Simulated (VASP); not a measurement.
Here is a VASP 6.6.1 calculation.

File INCAR:

```
PREC     = Accurate       # precision mode
ENCUT    = 520            # plane-wave cutoff, eV
EDIFF    = 1E-6           # SCF threshold, eV
ISMEAR   = -1             # smearing method
SIGMA    = 0.05           # smearing width, eV
LREAL    = F              # projectors in reciprocal space
LASPH    = T              # aspherical terms in the spheres
NELM     = 100            # most SCF steps
ALGO     = Normal         # electronic algorithm
ISIF     = 2              # what is computed and relaxed
LWAVE    = F              # write WAVECAR
LCHARG   = F              # write CHGCAR
GGA      = CA             # functional
NBANDS   = 14             # bands
```

KPOINTS

```
regular mesh
0
Gamma
  14 14 4
```

The input POSCAR:

```
Al
1.0
    2.8270770000      0.0000000000      0.0000000000
   -1.4135390000      2.4483210000      0.0000000000
    0.0000000000      0.0000000000      9.1859930000
Al
4
Direct
    0.0000000000      0.0000000000      0.0000000000
    0.3333333333      0.6666666667      0.2500000000
    0.0000000000      0.0000000000      0.5000000000
    0.6666666667      0.3333333333      0.7500000000
```

Potentials or basis: VASP PAW LDA potentials, release 64 (Al).

Command:

```console
$ cat potpaw_LDA.64/Al/POTCAR > POTCAR
$ mpirun -np 1 vasp_std > vasp.out
```

**Question.** Predict the band gap on the k mesh.

**Answer.** Zero (band 6 reaches 12.13 eV, above the bottom of band 7 at 6.32 eV).

**Question.** Predict the pressure.

**Answer.** -0.2 GPa.

Stress tensor (GPa, compression positive):
```
-0.67  0.00  0.00
 0.00 -0.67  0.00
 0.00  0.00  0.73
```
